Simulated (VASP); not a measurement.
A run of VASP 6.6.1 is set up as follows.

INCAR

```
SYSTEM = Be
ALGO = Normal
DIPOL = 0.5 0.5 0.500
EDIFF = 1E-6
ENCUT = 520
GGA = PS
IDIPOL = 3
ISIF = 2
ISMEAR = 1
LASPH = .True.
LCHARG = .False.
LDIPOL = .True.
LREAL = .False.
LWAVE = .False.
NBANDS = 15
NELM = 100
PREC = Accurate
SIGMA = 0.1
```

The input KPOINTS:

```
k-points
0
Gamma
  27 27 1
  0 0 0
```

POSCAR

```
Be
1.0
    2.2575068440      0.0000000000      0.0000000000
    1.1287534220      1.9550582760      0.0000000000
    0.0000000000      0.0000000000     24.8780771680
Be
6
Direct
    0.6666666667      0.6666666667      0.3215682605
    0.0000000000      0.0000000000      0.3929409563
    0.6666666667      0.6666666667      0.4643136521
    0.0000000000      0.0000000000      0.5356863479
    0.6666666667      0.6666666667      0.6070590437
    0.0000000000      0.0000000000      0.6784317395
```

Potentials or basis: VASP PAW PBE potentials, release 64 (Be).

The run is started by

```sh
$ cat potpaw_PBE.64/Be/POTCAR > POTCAR
$ mpirun -np 1 vasp_std > vasp.out
```

Task: Predict the largest force.

Result: 0.184 eV/Å.

Task: Estimate the band gap on the k mesh.

Result: Zero (band 6 reaches 0.66 eV, above the bottom of band 7 at -2.61 eV).

Forces in eV/Å, atoms in the order of the input:
```
Be   0.000  0.000 -0.184
Be   0.000  0.000  0.081
Be   0.000  0.000 -0.007
Be   0.000  0.000  0.007
Be   0.000  0.000 -0.081
Be   0.000  0.000  0.184
```

Caveat: the PAW data sets were made with another functional, which shifts forces and pressure a little.
